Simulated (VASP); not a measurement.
A run of VASP 6.6.1:

The input INCAR:

```
PREC     = Accurate       # precision mode
ENCUT    = 520            # plane-wave cutoff, eV
EDIFF    = 1E-6           # SCF threshold, eV
ISMEAR   = -1             # smearing method
SIGMA    = 0.08           # smearing width, eV
LREAL    = F              # projectors in reciprocal space
LASPH    = T              # aspherical terms in the spheres
NELM     = 80             # most SCF steps
ALGO     = Normal         # electronic algorithm
ISIF     = 2              # what is computed and relaxed
LWAVE    = F              # write WAVECAR
LCHARG   = T              # write CHGCAR
LDIPOL   = T            
IDIPOL   = 3            
DIPOL    = 0.5 0.5 0.500
GGA      = PE             # functional
LELF     = T              # ELF
LVHAR    = T            
LVACPOTAV= T            
NBANDS   = 43             # bands
```

Contents of KPOINTS:

```
Automatic mesh
0
Gamma
  12 12 1
```

File POSCAR:

```
Pb
1.0
    3.5396290503      0.0000000000      0.0000000000
   -1.7698145252      3.0654086775      0.0000000000
    0.0000000000      0.0000000000     27.7418000000
Pb
5
Direct
    0.0000000000      0.0000000000      0.2912545975
    0.3333333333      0.6666666667      0.3916786399
    0.0000000000      0.0000000000      0.5000000003
    0.3333333333      0.6666666667      0.6083213578
    0.0000000000      0.0000000000      0.7087454042
```

Potentials or basis: VASP PAW PBE potentials, release 64 (Pb_d).

Run with:

```bash
$ cat potpaw_PBE.64/Pb_d/POTCAR > POTCAR
$ mpirun -np 1 vasp_std > vasp.out
```

Hardware: 1 thread of Intel(R) Xeon(R) 6975P-C (Granite Rapids), on a shared host.

Estimate the wall time of this run.

Wall time 2.9 min on 1 thread of Intel(R) Xeon(R) 6975P-C (Granite Rapids), on a shared host, peak memory 0.48 GiB. Counts: scf iterations 22, k points 19.
